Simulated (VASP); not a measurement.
Write the native input for VASP 6.6.1 that does the following.

```
Task                   : single point
Functional             : PBEsol
Potentials or basis    : VASP PAW PBE potentials, release 64 (Y_sv)
Cutoff                 : 520 eV
k mesh                 : 14 × 14 × 10
Occupations            : gaussian, width 0.1 eV
Spin                   : no spin polarisation
Dipole correction      : no
Further INCAR settings : ALGO = Fast; EDIFF = 1e-07; NBANDS = 18
```

The structure of Y lies in POSCAR:

```
Y
1.0
    2.4635876322      2.4635876322      0.0000000000
   -2.4635876322      2.4635876322      0.0000000000
    0.0000000000      0.0000000000      5.0264898726
Y
2
Direct
    0.0000000000      0.0000000000      0.0000000000
    0.5000000000      0.5000000000      0.5000000000
```

This cell differs from its parent crystal: biaxial strain in the a-b plane: -1.0 %, then relaxed in part.

These files were run (other wordings do the same):

INCAR

```
SYSTEM = Y
PREC = Accurate
ENCUT = 520
EDIFF = 1E-7
ISMEAR = 0
SIGMA = 0.1
LREAL = .False.
LASPH = .True.
NELM = 80
ALGO = Fast
ISIF = 2
LWAVE = .False.
LCHARG = .False.
GGA = PS
NBANDS = 18
```

KPOINTS

```
regular mesh
0
Gamma
  14 14 10
  0 0 0
```

Potentials or basis: VASP PAW PBE potentials, release 64 (Y_sv).

Run with:

```bash
$ cat potpaw_PBE.64/Y_sv/POTCAR > POTCAR
$ mpirun -np 1 vasp_std > vasp.out
```

Results of the run:

| Property | Result |
| --- | --- |
| Pressure | 0.3 GPa |
| Band gap on the k mesh | zero (band 11 reaches 4.13 eV, above the bottom of band 12 at 2.28 eV) |

Caveat: the cell differs from its parent crystal (biaxial strain in the a-b plane: -1.0 %, then relaxed in part); the PAW data sets were made with another functional, which shifts forces and pressure a little.

Run time: 3 min on 1 thread of Intel(R) Xeon(R) Platinum 8559C (Emerald Rapids), on a shared host, peak memory 0.35 GiB.
